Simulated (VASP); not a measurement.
# ScAl in VASP: a series of runs, part 2 of 2

VASP 6.6.1. Earlier steps stand in the parts before.

## 3. Single point, r2SCAN

Input file POSCAR:

```
ScAl
1.0
    3.3703490000      0.0000000000      0.0000000000
    0.0000000000      3.3703490000      0.0000000000
    0.0000000000      0.0000000000      3.3703490000
Sc Al
1 1
Direct
    0.4943904878      0.5186982561      0.5183090526
   -0.0056856375      0.0186169372      0.0183703177
```

Input file INCAR.step1:

```
SYSTEM = ScAl
PREC = Accurate
ENCUT = 550
ISMEAR = -1
SIGMA = 0.15
LREAL = .FALSE.
LASPH = .TRUE.
NELM = 120
NBANDS = 14
GGA = PE
ALGO = Normal
EDIFF = 1E-5
LWAVE = .TRUE.
LCHARG = .FALSE.
GGA_COMPAT = .FALSE.
```

Input file INCAR.step2:

```
SYSTEM = ScAl
PREC = Accurate
ENCUT = 550
EDIFF = 1E-6
ISMEAR = -1
SIGMA = 0.15
LREAL = .FALSE.
LASPH = .TRUE.
NELM = 120
ALGO = Normal
ISIF = 2
LWAVE = .FALSE.
LCHARG = .FALSE.
METAGGA = R2SCAN
LMIXTAU = .TRUE.
NBANDS = 14
ISTART = 1
GGA_COMPAT = .FALSE.
```

Input file KPOINTS:

```
Automatic mesh
0
G
  5 5 5
  0 0 0
```

Potentials or basis: VASP PAW PBE potentials, release 64 (Sc_sv, Al).

Command:

```console
cat potpaw_PBE.64/Sc_sv/POTCAR potpaw_PBE.64/Al/POTCAR > POTCAR
cp INCAR.step1 INCAR
mpirun -np 1 vasp_std > vasp.out
cp INCAR.step2 INCAR
mpirun -np 1 vasp_std > vasp.out
```

OUTCAR:

```text
SYSTEM = ScAl
   PREC = Accurate
   ENCUT = 550
   EDIFF = 1E-6
   ISMEAR = -1
   LREAL = .FALSE.
   LASPH = .TRUE.
   NELM = 120
   ISIF = 2
   METAGGA = R2SCAN
   ISTART = 1

 ion  position               nearest neighbor table
   1  0.494  0.519  0.518-   2 2.92   2 2.92   2 2.92   2 2.92   2 2.92   2 2.92   2 2.92   2 2.92

   2  0.994  0.019  0.018-   1 2.92   1 2.92   1 2.92   1 2.92   1 2.92   1 2.92   1 2.92   1 2.92

  LATTYP: Found a simple cubic cell.
 ALAT       =     3.3703490000

  Lattice vectors:

 A1 = (   3.3703490000,   0.0000000000,   0.0000000000)
 A2 = (   0.0000000000,   3.3703490000,   0.0000000000)
 A3 = (   0.0000000000,   0.0000000000,   3.3703490000)

Analysis of symmetry for initial positions (statically):
=====================================================================
 Subroutine PRICEL returns:
 Original cell was already a primitive cell.

 Routine SETGRP: Setting up the symmetry group for a
 simple cubic supercell.

 Subroutine GETGRP returns: Found  2 space group operations
 (whereof  1 operations were pure point group operations)
 out of a pool of 48 trial point group operations.

[... 170 lines left out ...]

 k-point     1 :       0.0000    0.0000    0.0000
  band No.  band energies     occupation
      1     -45.4538      2.00000
      2     -23.0671      2.00000
      3     -23.0671      2.00000
      4     -23.0671      2.00000
      5      -2.8909      2.00000
      6       5.4478      1.97527
      7       5.4479      1.97526
      8       9.0933      0.00000
      9       9.0933      0.00000
     10       9.0933      0.00000
     11      10.0193      0.00000
     12      10.0193      0.00000
     13      10.0193      0.00000
     14      15.0265      0.00000
[... 377 lines left out ...]
      1     -45.4296      2.00000
      2     -23.2186      2.00000
      3     -23.1089      2.00000
      4     -23.1045      2.00000
      5       0.1704      2.00000
      6       3.0076      2.00000
      7       5.2411      1.99371
      8       6.9948      0.00529
      9       7.1716      0.00163
     10       7.9625      0.00001
     11      10.2718      0.00000
     12      11.4468      0.00000
     13      12.4561      0.00000
     14      14.2592      0.00000

 [... further k-points ...]
[... 5 lines left out ...]
  --------------------------------------------------------------------------------------
  -------------------------------------------------------------------------------------
  Total        0.0568900      0.0568900      0.0561678     -0.0000089     -0.0000009     -0.0000021
  in kB        2.3807929      2.3807929      2.3505715     -0.0003720     -0.0000380     -0.0000892
  external PRESSURE =       2.3707191 kB  Pullay stress =       0.0000000 kB

 VOLUME and BASIS-vectors are now :
 -----------------------------------------------------------------------------
  energy-cutoff  :      550.00
  volume of cell :       38.28
      direct lattice vectors                 reciprocal lattice vectors
     3.370349000  0.000000000  0.000000000     0.296705178  0.000000000  0.000000000
     0.000000000  3.370349000  0.000000000     0.000000000  0.296705178  0.000000000
     0.000000000  0.000000000  3.370349000     0.000000000  0.000000000  0.296705178

 POSITION                                       TOTAL-FORCE (eV/Angst)
 -----------------------------------------------------------------------------------
      1.66627      1.74819      1.74688        -0.001548     -0.001548      0.001186
      3.35119      0.06275      0.06191         0.001548      0.001548     -0.001186
 -----------------------------------------------------------------------------------
    total drift:                                0.000643     -0.000821      0.000011

  FREE ENERGIE OF THE ION-ELECTRON SYSTEM (eV)
  ---------------------------------------------------
  free  energy   TOTEN  =       -19.0661380160 eV

  energy  without entropy=      -18.9999890228  energy(sigma->0) =      -19.03306352
```

OSZICAR.step1:

```text
N       E                     dE             d eps       ncg     rms          rms(c)
DAV:   1     0.123523743936E+03    0.12352E+03   -0.68869E+03  1116   0.984E+02
DAV:   2    -0.885820753616E+01   -0.13238E+03   -0.12897E+03  1106   0.319E+02
DAV:   3    -0.119765893901E+02   -0.31184E+01   -0.30550E+01  1590   0.601E+01
DAV:   4    -0.120422248799E+02   -0.65635E-01   -0.65532E-01  1292   0.741E+00
DAV:   5    -0.120451660918E+02   -0.29412E-02   -0.29410E-02  1670   0.151E+00    0.730E+00
DAV:   6    -0.109406094106E+02    0.11046E+01   -0.19926E+00  1728   0.200E+01    0.203E+00
DAV:   7    -0.109101825787E+02    0.30427E-01   -0.90749E-02  1746   0.248E+00    0.979E-01
DAV:   8    -0.108975770528E+02    0.12606E-01   -0.12033E-02  1314   0.109E+00    0.189E-01
DAV:   9    -0.108972892959E+02    0.28776E-03   -0.91745E-04  1740   0.522E-01    0.107E-01
DAV:  10    -0.108972684307E+02    0.20865E-04   -0.10208E-04  1638   0.130E-01    0.235E-02
DAV:  11    -0.108972677191E+02    0.71166E-06   -0.12100E-05  1454   0.578E-02
   1 F= -.10897268E+02 E0= -.10858453E+02  d E =-.776297E-01
```

Wall time 42 s (1 thread of Intel Xeon 6975P-C (Granite Rapids), shared host); peak memory 0.17 GiB.

Results:

| Quantity | Value |
| --- | --- |
| Free energy | -19.0661 eV |
| Pressure | 0.2 GPa |
| Band gap on the k mesh | zero (bands 7 and 8 overlap by 0.20 eV) |

Forces on the atoms (eV/Å):
```
Sc  -0.002 -0.002  0.001
Al   0.002  0.002 -0.001
```

Caveat: the k points lie up to 0.37 Å⁻¹ apart; the PAW data sets were made with another functional, which shifts forces and pressure a little.

## 4. Relaxation of the atoms, r2SCAN

Input file POSCAR:

```
ScAl
1.0
    3.3703490000      0.0000000000      0.0000000000
    0.0000000000      3.3703490000      0.0000000000
    0.0000000000      0.0000000000      3.3703490000
Sc Al
1 1
Direct
    0.5000000000      0.5000000000      0.5000000000
    0.0000000000      0.0000000000      0.0000000000
```

Input file INCAR.step1:

```
  ALGO = Normal
  EDIFF = 1E-5
  EDIFFG = -0.01
  ENCUT = 500
  GGA = PE
  GGA_COMPAT = F
  IBRION = 2
  ISMEAR = -1
  LASPH = T
  LCHARG = F
  LREAL = F
  LWAVE = T
  NELM = 120
  NELMIN = 4
  NSW = 100
  PREC = Accurate
  SIGMA = 0.15
```

Input file INCAR.step2:

```
  ALGO = Normal
  EDIFF = 1E-7
  EDIFFG = -0.03
  ENCUT = 500
  GGA_COMPAT = F
  IBRION = 2
  ISIF = 2
  ISMEAR = -1
  ISTART = 1
  LASPH = T
  LCHARG = F
  LMIXTAU = T
  LREAL = F
  LWAVE = F
  METAGGA = R2SCAN
  NELM = 120
  NELMIN = 4
  NSW = 100
  PREC = Accurate
  SIGMA = 0.15
```

Input file KPOINTS:

```
k-points
0
Gamma
  5 5 5
```

Potentials or basis: VASP PAW PBE potentials, release 64 (Sc_sv, Al).

Command:

```console
cat potpaw_PBE.64/Sc_sv/POTCAR potpaw_PBE.64/Al/POTCAR > POTCAR
cp INCAR.step1 INCAR
mpirun -np 1 vasp_std > vasp.out
cp INCAR.step2 INCAR
mpirun -np 1 vasp_std > vasp.out
```

OUTCAR:

```text
EDIFF = 1E-7
   EDIFFG = -0.03
   ENCUT = 500
   IBRION = 2
   ISIF = 2
   ISMEAR = -1
   ISTART = 1
   LASPH = T
   LREAL = F
   METAGGA = R2SCAN
   NELM = 120
   NELMIN = 4
   NSW = 100
   PREC = Accurate

 ion  position               nearest neighbor table
   1  0.500  0.500  0.500-   2 2.92   2 2.92   2 2.92   2 2.92   2 2.92   2 2.92   2 2.92   2 2.92

   2  0.000  0.000  0.000-   1 2.92   1 2.92   1 2.92   1 2.92   1 2.92   1 2.92   1 2.92   1 2.92

  LATTYP: Found a simple cubic cell.
 ALAT       =     3.3703490000

  Lattice vectors:

 A1 = (   3.3703490000,   0.0000000000,   0.0000000000)
 A2 = (   0.0000000000,   3.3703490000,   0.0000000000)
 A3 = (   0.0000000000,   0.0000000000,   3.3703490000)

Analysis of symmetry for initial positions (statically):
=====================================================================
 Subroutine PRICEL returns:
 Original cell was already a primitive cell.

 Routine SETGRP: Setting up the symmetry group for a
 simple cubic supercell.

 Subroutine GETGRP returns: Found 48 space group operations
 (whereof 48 operations were pure point group operations)
 out of a pool of 48 trial point group operations.

The static configuration has the point symmetry O_h .

Analysis of symmetry for dynamics (positions and initial velocities):
=====================================================================
 Subroutine PRICEL returns:
 Original cell was already a primitive cell.

 Routine SETGRP: Setting up the symmetry group for a
 simple cubic supercell.

 Subroutine GETGRP returns: Found 48 space group operations
 (whereof 48 operations were pure point group operations)
 out of a pool of 48 trial point group operations.

The dynamic configuration has the point symmetry O_h .

 Subroutine INISYM returns: Found 48 space group operations
 (whereof 48 operations are pure point group operations),
 and found     1 'primitive' translations

----------------------------------------------------------------------------------------

                                     Primitive cell

  volume of cell :      38.2846

  direct lattice vectors                    reciprocal lattice vectors
     3.370349000  0.000000000  0.000000000     0.296705178  0.000000000  0.000000000
     0.000000000  3.370349000  0.000000000     0.000000000  0.296705178  0.000000000
     0.000000000  0.000000000  3.370349000     0.000000000  0.000000000  0.296705178

  length of vectors
     3.370349000  3.370349000  3.370349000     0.296705178  0.296705178  0.296705178

  position of ions in fractional coordinates (direct lattice)
     0.500000000  0.500000000  0.500000000
     0.000000000  0.000000000  0.000000000

  ion indices of the primitive-cell ions
   primitive index   ion index
                 1           1
                 2           2

----------------------------------------------------------------------------------------

 KPOINTS: k-points

Automatic generation of k-mesh.
 Grid dimensions read from file:
 generate k-points for:    5    5    5

 Generating k-lattice:

[... 24 lines left out ...]
  0.200000  0.200000  0.200000      8.000000
  0.400000  0.200000  0.200000     24.000000
  0.400000  0.400000  0.200000     24.000000
  0.400000  0.400000  0.400000      8.000000
   k-points           NKPTS =     10   k-points in BZ     NKDIM =     10   number of bands    NBANDS=     11
   number of dos      NEDOS =    301   number of ions     NIONS =      2
   total plane-waves  NPLWV =  21952
   dimension x,y,z NGX =    28 NGY =   28 NGZ =   28
   dimension x,y,z NGXF=    56 NGYF=   56 NGZF=   56
   ions per type =               1   1
   NGX,Y,Z   is equivalent  to a cutoff of  13.81, 13.81, 13.81 a.u.
   NGXF,Y,Z  is equivalent  to a cutoff of  27.62, 27.62, 27.62 a.u.
 SYSTEM =  unknown system
   PREC   = accura    normal or accurate (medium, high low for compatibility)
   ISTART =      1    job   : 0-new  1-cont  2-samecut
   ICHARG =      0    charge: 1-file 2-atom 10-const
   ISPIN  =      1    spin polarized calculation?
   LNONCOLLINEAR =      F non collinear calculations
   LSORBIT =      F    spin-orbit coupling
   LASPH  =      T    aspherical Exc in radial PAW
   ENCUT  =  500.0 eV  36.75 Ry    6.06 a.u.   6.14  6.14  6.14*2*pi/ulx,y,z
   NELM   =    120;   NELMIN=  4; NELMDL=  0     # of ELM steps
   EDIFF  = 0.1E-06   stopping-criterion for ELM
   LREAL  =      F    real-space projection
   EDIFFG = -.3E-01   stopping-criterion for IOM
   NSW    =    100    number of steps for IOM
   IBRION =      2    ionic relax: 0-MD 1-quasi-New 2-CG
   NFREE  =      1    steps in history (QN), initial steepest desc. (CG)
   ISIF   =      2    stress and relaxation
   ISYM   =      2    0-nonsym 1-usesym 2-fastsym
   POTIM  = 0.5000    time-step for ionic-motion
   TEBEG  =    0.0;   TEEND  =   0.0 temperature during run
   PSTRESS=    0.0 pullay stress
   NELECT =      14.0000    total number of electrons
   NUPDOWN=      -1.0000    fix difference up-down
   EMIN   =  10.00;   EMAX   =-10.00  energy-range for DOS
   EFERMI =   0.00;   METHOD = LEGACY
   ISMEAR =    -1;   SIGMA  =   0.15  broadening in eV -4-tet -1-fermi 0-gaus
   EFERMI_NEDOS =   21; number of points for ismear=-14 and -15
   IALGO  =     38    algorithm
   IMIX   =      4    mixing-type and parameters
     AMIX     =   0.40;   BMIX     =  1.00
     AMIX_MAG =   1.60;   BMIX_MAG =  1.00
  volume/ion in A,a.u.               =      19.14       129.18
  Fermi-wavevector in a.u.,A,eV,Ry     =   1.170692  2.212287 18.647052  1.370520
  Thomas-Fermi vector in A             =   2.307147
   LORBIT       =      0    0 simple, 1 ext, 2 COOP (PROOUT), +10 PAW based schemes
   METAGGA = R2SCAN    functional components
   LHFCALC =     F    Hartree Fock is set to
   AEXX    =    0.0000 exact exchange contribution
   IVDW    =     0    specifies the selected vdW correction
   LEPSILON=     F    determine dielectric tensor
   LRPA    =     F    only Hartree local field effects (RPA)
 conjugate gradient relaxation of ions
 non-spin polarized calculation
  energy-cutoff  :      500.00
  volume of cell :       38.28
 maximum number of plane-waves:       984
 NGX is ok and might be reduce to    28
   NGX = 13   NGY = 13   NGZ = 13

 number of electron      14.0000002 magnetization

 Free energy of the ion-electron system (eV)
  ---------------------------------------------------
  ext. energy  EPLUGINS =         0.00000000
  ---------------------------------------------------
  free energy    TOTEN  =       -19.06609611 eV

  energy without entropy =      -18.99992631  energy(sigma->0) =      -19.03301121

 E-fermi :   6.1046     XC(G=0): -11.0241

 val. band max:        5.7501591342   @ k =   0.2000   0.0000   0.0000
 cond. band min:       6.1658401351   @ k =   0.4000   0.4000   0.0000
 fundamental gap:      0.4156810009
 Fermi energy:         6.1046155813

 k-point     1 :       0.0000    0.0000    0.0000
  band No.  band energies     occupation
      1     -45.4543      2.00000
      2     -23.0672      2.00000
      3     -23.0672      2.00000
      4     -23.0672      2.00000
      5      -2.8910      2.00000
      6       5.4475      1.97527
      7       5.4475      1.97527
      8       9.0933      0.00000
      9       9.0933      0.00000
     10       9.0933      0.00000
     11      10.0196      0.00000
[... 113 lines left out ...]
 k-point    10 :       0.4000    0.4000    0.4000
  band No.  band energies     occupation
      1     -45.4138      2.00000
      2     -23.1919      2.00000
      3     -23.1894      2.00000
      4     -23.1894      2.00000
      5       2.2325      2.00000
      6       3.6618      2.00000
      7       3.6618      2.00000
      8       7.1128      0.00241
      9       8.1308      0.00000
     10       8.2698      0.00000
     11       8.2698      0.00000

------------------------ aborting loop because EDIFF is reached ----------------------------------------

  FORCE on cell =-STRESS in cart. coord.  units (eV):
  Direction    XX          YY          ZZ          XY          YZ          ZX
  --------------------------------------------------------------------------------------
  -------------------------------------------------------------------------------------
  Total        0.0629076      0.0629076      0.0629076     -0.0000000      0.0000000     -0.0000000
  in kB        2.6326238      2.6326238      2.6326238     -0.0000000      0.0000000     -0.0000000
  external PRESSURE =       2.6326238 kB  Pullay stress =       0.0000000 kB

 VOLUME and BASIS-vectors are now :
 -----------------------------------------------------------------------------
  energy-cutoff  :      500.00
  volume of cell :       38.28
      direct lattice vectors                 reciprocal lattice vectors
     3.370349000  0.000000000  0.000000000     0.296705178  0.000000000  0.000000000
     0.000000000  3.370349000  0.000000000     0.000000000  0.296705178  0.000000000
     0.000000000  0.000000000  3.370349000     0.000000000  0.000000000  0.296705178

 POSITION                                       TOTAL-FORCE (eV/Angst)
 -----------------------------------------------------------------------------------
      1.68517      1.68517      1.68517         0.000000      0.000000      0.000000
      0.00000      0.00000      0.00000         0.000000      0.000000      0.000000
 -----------------------------------------------------------------------------------
    total drift:                                0.000000      0.000000      0.000000

  FREE ENERGIE OF THE ION-ELECTRON SYSTEM (eV)
  ---------------------------------------------------
  free  energy   TOTEN  =       -19.0660961072 eV

  energy  without entropy=      -18.9999263124  energy(sigma->0) =      -19.03301121

 reached required accuracy - stopping structural energy minimisation
```

It took 15 s on 1 thread of Intel Xeon 6975P-C (Granite Rapids), shared host; peak memory 0.16 GiB.

What came out:

| Property | Result |
| --- | --- |
| Free energy | -19.0661 eV |
| Pressure after relaxing | 0.3 GPa |
| Band gap on the k mesh | zero (bands 7 and 8 overlap by 0.20 eV) |

Final structure:
```yaml
crystal:
  lattice:
    - [3.37035, 0.00000, 0.00000]
    - [0.00000, 3.37035, 0.00000]
    - [0.00000, 0.00000, 3.37035]
  atoms:
    - { symbol: Sc, position: [0.50000, 0.50000, 0.50000] }
    - { symbol: Al, position: [0.00000, 0.00000, 0.00000] }
```

Levels at points of the mesh, in eV from the Fermi level:
| k point | band 4 | band 5 | band 6 | band 7 | band 8 | band 9 | band 10 | band 11 |
| --- | --- | --- | --- | --- | --- | --- | --- | --- |
| (0.00, 0.00, 0.00) | -29.17 | -9.00 | -0.66 | -0.66 | 2.99 | 2.99 | 2.99 | 3.91 |

Caveat: the k points lie up to 0.37 Å⁻¹ apart; the relaxation stopped at its first step, so nothing moved; the PAW data sets were made with another functional, which shifts forces and pressure a little.

## 5. Relaxation of the atoms, r2SCAN

POSCAR is that of step 4.

Input file INCAR.step1:

```
SYSTEM = ScAl
PREC = Accurate ; ENCUT = 500
ISMEAR = -1 ; SIGMA = 0.15
LREAL = .FALSE. ; LASPH = .TRUE.
NELM = 120 ; GGA = PE
ALGO = Normal ; EDIFF = 1E-5
LWAVE = .TRUE. ; LCHARG = .FALSE.
GGA_COMPAT = .FALSE. ; IBRION = 2
EDIFFG = -0.01 ; NELMIN = 4
NSW = 100
```

Input file INCAR.step2:

```
SYSTEM = ScAl
PREC = Accurate ; ENCUT = 500
EDIFF = 1E-7 ; ISMEAR = -1
SIGMA = 0.15 ; LREAL = .FALSE.
LASPH = .TRUE. ; NELM = 120
ALGO = Normal ; ISIF = 2
LWAVE = .FALSE. ; LCHARG = .FALSE.
METAGGA = R2SCAN ; LMIXTAU = .TRUE.
IBRION = 2 ; NSW = 100
EDIFFG = -0.03 ; ISTART = 1
GGA_COMPAT = .FALSE. ; NELMIN = 4
```

Input file KPOINTS:

```
Automatic mesh
0
G
  5 5 5
  0 0 0
```

Command:

```console
cat potpaw_PBE.64/Sc_sv/POTCAR potpaw_PBE.64/Al/POTCAR > POTCAR
cp INCAR.step1 INCAR
mpirun -np 1 vasp_std > vasp.out
cp INCAR.step2 INCAR
mpirun -np 1 vasp_std > vasp.out
```

Wall time 19 s (1 thread of Intel Xeon 6975P-C (Granite Rapids), shared host); peak memory 0.15 GiB.

It converged, with:

```yaml
Free_energy: -19.0661 eV
Pressure_after_relaxing: 0.3 GPa
Band_gap_on_the_k_mesh: zero (bands 7 and 8 overlap by 0.20 eV)
```

Final structure:
```yaml
crystal:
  lattice:
    - [3.37035, 0.00000, 0.00000]
    - [0.00000, 3.37035, 0.00000]
    - [0.00000, 0.00000, 3.37035]
  atoms:
    - { symbol: Sc, position: [0.50000, 0.50000, 0.50000] }
    - { symbol: Al, position: [0.00000, 0.00000, 0.00000] }
```

Levels at points of the mesh, in eV from the Fermi level:
```csv
k point,band 5,band 6,band 7,band 8,band 9,band 10
"(0.00, 0.00, 0.00)",-9.00,-0.66,-0.66,2.99,2.99,2.99
```

Caveat: the k points lie up to 0.37 Å⁻¹ apart; the relaxation stopped at its first step, so nothing moved; the PAW data sets were made with another functional, which shifts forces and pressure a little.
